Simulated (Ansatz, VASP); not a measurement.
# Two plane-wave programs on BN

```
N B
1.0
     2.51479    0.00000    0.00000
    -1.25739    2.17787    0.00000
     0.00000    0.00000    6.67965
N B
2 2
Direct
  0.66667 0.33333 0.25000
  0.33333 0.66667 0.75000
  0.66667 0.33333 0.75000
  0.33333 0.66667 0.25000
```

Alike in both runs: task single point; functional BLYP; dispersion D4; k mesh 12 × 12 × 4; occupations fermi-dirac, width 0.05 eV; no spin polarisation.

|  | VASP | Ansatz |
| --- | --- | --- |
| version | VASP 6.6.1 | Ansatz 0.2.0 |
| potentials or method | VASP PAW PBE potentials, release 64 (N, B) | Ansatz PAW |
| plane-wave cutoff (eV) | 520 | 420 |
| valence electrons in the cell | 16 | 16 |

Ansatz gave:

```
gap on the k mesh at the Fermi level (eV)                     : 4.34
least direct gap on the mesh (eV)                             : 4.66
pressure (GPa)                                                : -2.6
traceless stress, the component that is largest in VASP (GPa) : 0.63
```

Task: Estimate VASP's values.

Result: gap on the k mesh at the Fermi level (eV): 4.34; least direct gap on the mesh (eV): 4.67; pressure (GPa): -2.8; traceless stress, the component that is largest in VASP (GPa): 0.67.

VASP's potentials were made for PBE, not for BLYP.
